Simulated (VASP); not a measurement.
Write the native input for VASP 6.6.1 that does the following.

- Task: single point
- Functional: revPBE
- Dispersion: D3(BJ)
- Potentials or basis: VASP PAW PBE potentials, release 64 (K_sv, F)
- Cutoff: 520 eV
- k mesh: 9 × 9 × 9
- Occupations: gaussian, width 0.01 eV
- Spin: no spin polarisation
- Dipole correction: no
- Further INCAR settings: ALGO = Normal; EDIFF = 1e-06; NBANDS = 15

The structure of KF (Carobbiite) lies in POSCAR:

```
KF
1.0
    0.0000000000      2.7053610988      2.7053610988
    2.7053610988      0.0000000000      2.7053610988
    2.7053610988      2.7053610988      0.0000000000
K F
1 1
Direct
    0.0000000000      0.0000000000      0.0000000000
    0.5000000000      0.5000000000      0.5000000000
```

This cell differs from its parent crystal: volume scaled by 1.08.

One way to write it, as run:

INCAR

```
ALGO = Normal
EDIFF = 1E-6
ENCUT = 520
GGA = RE
ISIF = 2
ISMEAR = 0
IVDW = 12
LASPH = True
LCHARG = False
LREAL = False
LWAVE = False
NBANDS = 15
NELM = 100
PREC = Accurate
SIGMA = 0.01
```

KPOINTS

```
k-points
0
Gamma
  9 9 9
```

Potentials or basis: VASP PAW PBE potentials, release 64 (K_sv, F).

The run is started by

```sh
$ cat potpaw_PBE.64/K_sv/POTCAR potpaw_PBE.64/F/POTCAR > POTCAR
$ mpirun -np 1 vasp_std > vasp.out
```

Results of the run:

The pressure is 0.0 GPa, the band gap on the k mesh is 6.28 eV, direct and the dispersion energy per atom is -0.277 eV.

Caveat: the PAW data sets were made with another functional, which shifts forces and pressure a little.

Run time: 11 s on 1 thread of AMD EPYC 9R45 96-Core Processor (Zen 5), with other jobs on the host, peak memory 0.14 GiB.
